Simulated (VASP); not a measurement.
Wanted: the native input for a VASP 6.6.1 run.

- Task: single point
- Functional: PBE
- Potentials or basis: VASP PAW PBE potentials, release 64 (Si)
- Cutoff: 500 eV
- k mesh: 15 × 15 × 15
- Occupations: fermi-dirac, width 0.1 eV
- Spin: no spin polarisation
- Dipole correction: no
- Further INCAR settings: ALGO = Normal; EDIFF = 1e-06; NBANDS = 8

The structure of Si lies in POSCAR:

```
Si
1.0
    0.0000000000      1.6359088016      1.6359088016
    1.6359088016      0.0000000000      1.6359088016
    1.6359088016      1.6359088016      0.0000000000
Si
1
Direct
    0.0000000000      0.0000000000      0.0000000000
```

The input as run:

INCAR

```
ALGO = Normal
EDIFF = 1E-6
ENCUT = 500
GGA = PE
GGA_COMPAT = False
ISIF = 2
ISMEAR = -1
LASPH = True
LCHARG = True
LELF = True
LREAL = False
LVHAR = True
LWAVE = False
NBANDS = 8
NELM = 120
PREC = Accurate
SIGMA = 0.1
```

KPOINTS

```
k-points
0
Gamma
  15 15 15
```

Potentials or basis: VASP PAW PBE potentials, release 64 (Si).

Launch:

```console
$ cat potpaw_PBE.64/Si/POTCAR > POTCAR
$ mpirun -np 1 vasp_std > vasp.out
```

It gave:

* Pressure: 124.2 GPa
* Band gap on the k mesh: zero (band 2 reaches 32.36 eV, above the bottom of band 3 at 14.97 eV)

It used 13 s of CPU time on 1 thread of Intel Xeon 8259CL, with other jobs on the host.
